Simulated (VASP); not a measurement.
Runs of VASP 6.6.1 on I. The structure is that of space group Immm (No. 71), or close to it. The cells are those of the table. 

| task | level | potentials or basis | cell | cutoff (eV) | smearing | gap on the mesh (eV) | pressure (GPa) |
| --- | --- | --- | --- | --- | --- | --- | --- |
| relaxation of cell and atoms | PBEsol | VASP PAW PBE potentials, release 64 (I) | relaxed to 30 GPa from a = 4.492, b = 4.492, c = 2.880 Å, angles 108.5, 108.5, 111.2°, 1 atom | 600 | fermi-dirac 0.05 eV | none | 29.9 |
| single point | PBE | VASP PAW PBE potentials, release 64 (I) | a = 4.390, b = 4.604, c = 2.921 Å, angles 110.6, 107.5, 111.4°, 1 atom | 520 | fermi-dirac 0.05 eV | none | (a) |
| single point | PBE | VASP PAW PBE potentials, release 64 (I) | a = 4.522, b = 4.522, c = 2.900 Å, angles 108.5, 108.5, 111.2°, 1 atom | 520 | fermi-dirac 0.05 eV | none | 0.6 |
| single point | PBE | VASP PAW PBE potentials, release 64 (I) | a = 4.432, b = 4.432, c = 2.841 Å, angles 108.5, 108.5, 111.2°, 1 atom | 520 | fermi-dirac 0.05 eV | none | 2.2 |
| single point | LDA | VASP PAW LDA potentials, release 64 (I) | a = 4.492, b = 4.492, c = 2.880 Å, angles 108.5, 108.5, 111.2°, 1 atom | 520 | fermi-dirac 0.05 eV | none | -1.3 |
| single point | PBE | VASP PAW PBE potentials, release 64 (I) | a = 4.492, b = 4.492, c = 2.880 Å, angles 108.5, 108.5, 111.2°, 1 atom | 520 | fermi-dirac 0.05 eV | none | (b) |
| single point | LDA | VASP PAW LDA potentials, release 64 (I) | a = 4.492, b = 4.492, c = 2.880 Å, angles 108.5, 108.5, 111.2°, 1 atom | 520 | gaussian 0.1 eV | none | -1.3 |
| single point | LDA | VASP PAW LDA potentials, release 64 (I) | a = 4.408, b = 4.506, c = 2.898 Å, angles 109.1, 107.6, 110.7°, 1 atom | 520 | gaussian 0.05 eV | none | -1.7 |

Alike in all rows: no spin polarisation; k mesh 7 × 7 × 11.

Problem. Estimate the missing entries.

Solution. (a) 0.4; (b) 1.1.

Caveats: spin-orbit coupling is left out, which moves the levels of the heavy elements; an odd number of electrons without spin polarisation forces a metal; a magnetic or distorted state may lie lower; the cell is relaxed towards a set pressure, so the enthalpy falls and the energy may rise (some runs); the PAW data sets were made with another functional, which shifts forces and pressure a little (some runs).

A k mesh can miss the band edges, and the runs leave out spin-orbit coupling on I.

A gap of «none» marks levels without a gap at the run's occupations.
